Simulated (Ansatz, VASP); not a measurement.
Two plane-wave programs on Al2BN3

Contents of INCAR:

```
PREC = Accurate ; ENCUT = 600
EDIFF = 1E-6 ; ISMEAR = 0
SIGMA = 0.1 ; LREAL = F
LASPH = T ; NELM = 60
ALGO = Normal ; ISIF = 3
LWAVE = F ; LCHARG = F
GGA = PE ; IBRION = 2
NSW = 100 ; EDIFFG = -0.01
```

Contents of KPOINTS:

```
Automatic mesh
0
Gamma
  12 12 6
```

POSCAR

```
Al2BN3
1.0
    3.3259909476      0.0000000000      0.0000000000
    0.0000000000      3.3259909476      0.0000000000
    0.0000000000      0.0000000000      6.1860058044
Al B N
2 1 3
Direct
    0.5000000000      0.5000000000      0.1995682601
    0.5000000000      0.5000000000      0.8004317399
    0.0000000000      0.0000000000      0.0000000000
    0.5000000000      0.5000000000      0.5000000000
    0.5000000000      0.0000000000      0.5000000000
    0.0000000000      0.5000000000      0.5000000000
```

Input for Ansatz:

```yaml
crystal:
  lattice:
    - [3.3259909476, 0.0, 0.0]
    - [0.0, 3.3259909476, 0.0]
    - [0.0, 0.0, 6.1860058044]
  atoms:
    - { symbol: Al, position: [0.5, 0.5, 0.1995682601] }
    - { symbol: Al, position: [0.5, 0.5, 0.8004317399] }
    - { symbol: B, position: [0.0, 0.0, 0.0] }
    - { symbol: "N", position: [0.5, 0.5, 0.5] }
    - { symbol: "N", position: [0.5, 0.0, 0.5] }
    - { symbol: "N", position: [0.0, 0.5, 0.5] }
basis:
  ecutwfc: 420
kpoints:
  mp_grid: { grid: [12, 12, 6] }
hamiltonian:
  xc: pbe
scf:
  occupations: { method: gaussian, width: 0.1 }
output:
  forces: true
  stress: true
  eigenvalues: true
relax:
  adjacent_minimum: "off"
  f_tol: 0.01
  max_steps: 80
  cell: { stress_tol: 0.05 }
```

Alike in both runs: task relaxation of cell and atoms; functional PBE; k mesh 12 × 12 × 6; occupations gaussian, width 0.1 eV; no spin polarisation.

|  | VASP | Ansatz |
| --- | --- | --- |
| version | VASP 6.6.1 | Ansatz 0.2.0 |
| potentials or method | VASP PAW PBE potentials, release 64 (Al, B, N), cutoff 600 eV | scalar-relativistic, plane waves, PAW |
| valence electrons in the cell | 24 | 24 |

```csv
,VASP,Ansatz,Ansatz less VASP
"gap on the k mesh at the Fermi level, each at its own relaxed structure (eV)",none,none,-
relaxed volume (Å³/atom),11.57,11.60,+0.031
relaxed length of the cell vector where the two differ most in proportion (Å),3.368,3.372,+0.0039
```

A gap of «none» marks a metal or a gap that the smearing closes.
